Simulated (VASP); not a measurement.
In, 1 atom in the cell. It takes space group I4/mmm (No. 139, tetragonal). The conventional cell has a = 3.543 Å, b = 3.543 Å, c = 4.252 Å, α = 90.00°, β = 90.00°, γ = 90.00°. In (site symmetry 4/mmm) has 14 In at 3.29 to 4.25 Å within 4.3 Å.  This cell differs from its parent crystal: ratio of the length along z to the lengths across it x 1.2, volume and fractional coordinates fixed.

- Program: VASP 6.6.1
- Task: single point
- Functional: PBEsol
- Potentials or basis: VASP PAW PBE potentials, release 64 (In_d)
- Cutoff: 520 eV
- k mesh: 20 × 20 × 20
- Occupations: gaussian, width 0.15 eV
- Spin: no spin polarisation
- Dipole correction: no
- Further INCAR settings: ALGO = Fast; EDIFF = 1e-06; NBANDS = 12

Potentials or basis: VASP PAW PBE potentials, release 64 (In_d).

Run with:

```bash
$ cat potpaw_PBE.64/In_d/POTCAR > POTCAR
$ mpirun -np 1 vasp_std > vasp.out
```

Hardware: 1 thread of AMD EPYC 7R13 (shared host).

**Question.** Estimate the wall time of this run.

**Answer.** Run time: 3.4 min on 1 thread of AMD EPYC 7R13, on a shared host, peak memory 0.3 GiB. Counts: scf iterations 14, k points 641.
